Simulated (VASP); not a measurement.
# Na4Ru: single point with PBE

The system is Na4Ru.

```xyz
5
Lattice="4.8683 0.0000 0.0000 0.0000 4.8683 0.0000 0.0000 0.0000 4.8683" Properties=species:S:1:pos:R:3 pbc="T T T"
Na    0.0000    2.4341    2.4341
Na    2.4341    0.0000    2.4341
Na    2.4341    2.4341    0.0000
Na    2.4341    2.4341    2.4341
Ru    0.0000    0.0000    0.0000
```

The cell was built from a structure type or drawn by symmetry, and may not be a known phase.

```
Program                : VASP 6.6.1
Task                   : single point
Functional             : PBE
Potentials or basis    : VASP PAW PBE potentials, release 64 (Na_pv, Ru_pv)
Cutoff                 : 520 eV
k mesh                 : 4 × 4 × 4
Occupations            : gaussian, width 0.1 eV
Spin                   : no spin polarisation
Dipole correction      : no
Further INCAR settings : ALGO = Fast; EDIFF = 1e-06; NBANDS = 29
```

```yaml
Pressure: 2.6 GPa
Band_gap_on_the_k_mesh: zero (bands 21 and 22 overlap by 0.34 eV)
```

Levels at points of the mesh, in eV from the Fermi level:
| k point | band 18 | band 19 | band 20 | band 21 | band 22 | band 23 | band 24 | band 25 |
| --- | --- | --- | --- | --- | --- | --- | --- | --- |
| (0.00, 0.00, 0.00) | -0.70 | -0.22 | -0.22 | -0.22 | 1.87 | 1.87 | 1.87 | 2.51 |
| (0.50, 0.00, 0.00) | -0.60 | -0.45 | -0.45 | -0.18 | 0.02 | 3.36 | 3.36 | 3.86 |
| (0.50, 0.50, 0.00) | -0.59 | -0.59 | -0.37 | -0.37 | 0.00 | 0.12 | 0.85 | 3.96 |
| (0.50, 0.50, 0.50) | -0.97 | 0.01 | 0.01 | 0.34 | 0.59 | 0.84 | 0.84 | 0.84 |

Run time: 15 s on 1 thread of Intel(R) Xeon(R) Platinum 8559C (Emerald Rapids), with other jobs on the host, peak memory 0.2 GiB.
